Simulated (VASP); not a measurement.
Wanted: the native input for a VASP 6.6.1 run.

- Task: relaxation of cell and atoms
- Functional: PBEsol
- Potentials or basis: VASP PAW PBE potentials, release 64 (Ba_sv)
- Cutoff: 600 eV
- k mesh: 12 × 12 × 12
- Occupations: fermi-dirac, width 0.05 eV
- Spin: no spin polarisation
- Dipole correction: no
- Further INCAR settings: ALGO = Normal; EDIFF = 1e-06; IBRION = 2; EDIFFG = -0.002; NSW = 100; ISIF = 3

The structure of Ba lies in POSCAR:

```
Ba
1.0
    0.0000000000      3.2326650028      3.2326650028
    3.2326650028      0.0000000000      3.2326650028
    3.2326650028      3.2326650028      0.0000000000
Ba
1
Direct
    0.0000000000      0.0000000000      0.0000000000
```

This isn't the form of Ba at room conditions, which is bcc.

The input as run:

INCAR

```
SYSTEM = Ba
PREC = Accurate ; ENCUT = 600
EDIFF = 1E-6 ; ISMEAR = -1
SIGMA = 0.05 ; LREAL = .FALSE.
LASPH = .TRUE. ; NELM = 80
ALGO = Normal ; ISIF = 3
LWAVE = .FALSE. ; LCHARG = .FALSE.
GGA = PS ; IBRION = 2
NSW = 100 ; EDIFFG = -0.002
```

KPOINTS

```
regular mesh
0
G
  12 12 12
  0 0 0
```

Potentials or basis: VASP PAW PBE potentials, release 64 (Ba_sv).

The run is started by

```sh
$ cat potpaw_PBE.64/Ba_sv/POTCAR > POTCAR
$ mpirun -np 1 vasp_std > vasp.out
```

It gave:

```
Relaxed volume                        : 58.97 Å³/atom
Relaxed cell                          : a = 4.369 Å, b = 4.369 Å, c = 4.369 Å, α = 60.00°, β = 60.00°, γ = 60.00°
Space group after relaxing (to 0.1 Å) : Fm-3m (No. 225)
Energy gained by relaxing             : 28.4 meV/atom
Ionic steps                           : 10
Pressure after relaxing               : 0.0 GPa
Band gap on the k mesh                : zero (bands 5 and 6 overlap by 0.40 eV)
```

Caveat: the PAW data sets were made with another functional, which shifts forces and pressure a little; spin-orbit coupling is left out, which moves the levels of the heavy elements.

It took 6.1 min on 1 thread of Intel Xeon 8259CL (shared host), peak memory 0.28 GiB.
